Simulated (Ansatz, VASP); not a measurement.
## PIr: VASP beside Ansatz

INCAR

```
SYSTEM = PIr
  PREC = Accurate
  ENCUT = 500
  EDIFF = 1E-6
  ISMEAR = -1
  SIGMA = 0.08
  LREAL = .False.
  LASPH = .True.
  NELM = 120
  ALGO = Normal
  ISIF = 2
  LWAVE = .False.
  LCHARG = .False.
  NBANDS = 14
  GGA_COMPAT = .False.
```

File KPOINTS:

```
Automatic mesh
0
Gamma
  14 14 14
  0 0 0
```

Contents of POSCAR:

```
PIr
1.0
    0.0000000000      2.2524383660      2.2524383660
    2.2524383660      0.0000000000      2.2524383660
    2.2524383660      2.2524383660      0.0000000000
Ir P
1 1
Direct
    0.0000000000      0.0000000000      0.0000000000
    0.5000000000      0.5000000000      0.5000000000
```

Input for Ansatz:

```yaml
crystal:
  lattice:
    - [0.0, 2.252438366, 2.252438366]
    - [2.252438366, 0.0, 2.252438366]
    - [2.252438366, 2.252438366, 0.0]
  atoms:
    - { symbol: Ir, position: [0.0, 0.0, 0.0] }
    - { symbol: P, position: [0.5, 0.5, 0.5] }
kpoints:
  mp_grid: { grid: [14, 14, 14] }
scf:
  occupations: { method: fermi_dirac, width: 0.08 }
hamiltonian:
  xc: lda
  pseudopotentials: { kind: paw }
output:
  forces: true
  stress: true
  eigenvalues: true
  populations: true
  write_density: true
  write_potential: true
  elf: true
  volumetric_format: npy
```

Change from the starting cell: volume scaled by 0.8, PAW files.

Alike in both runs: task single point; functional LDA; k mesh 14 × 14 × 14; occupations fermi-dirac, width 0.08 eV; no spin polarisation.

```csv
,VASP,Ansatz
version,VASP 6.6.1,Ansatz 0.2.0
potentials or method,"VASP PAW LDA potentials, release 64 (Ir, P)","PAW with Ansatz's default frozen-core files, scalar-relativistic"
plane-wave cutoff (eV),500,420
valence electrons in the cell,14,22
```

Ansatz gave:

```
pressure (GPa) : 89.8
```

Q: Estimate VASP's values.

A: Pressure (GPa): 93.9.

LDA's correlation is that of Perdew and Zunger in VASP and of Perdew and Wang (1992) in Ansatz. Both programs put the cell under a high pressure, so it lies far from rest at this level. VASP's potentials hold 14 valence electrons a cell and Ansatz's 22, so a difference there can come from the potentials and not from the codes.

Spin-orbit coupling is off throughout. Noted on VASP's run: the cell as given lies far from equilibrium.
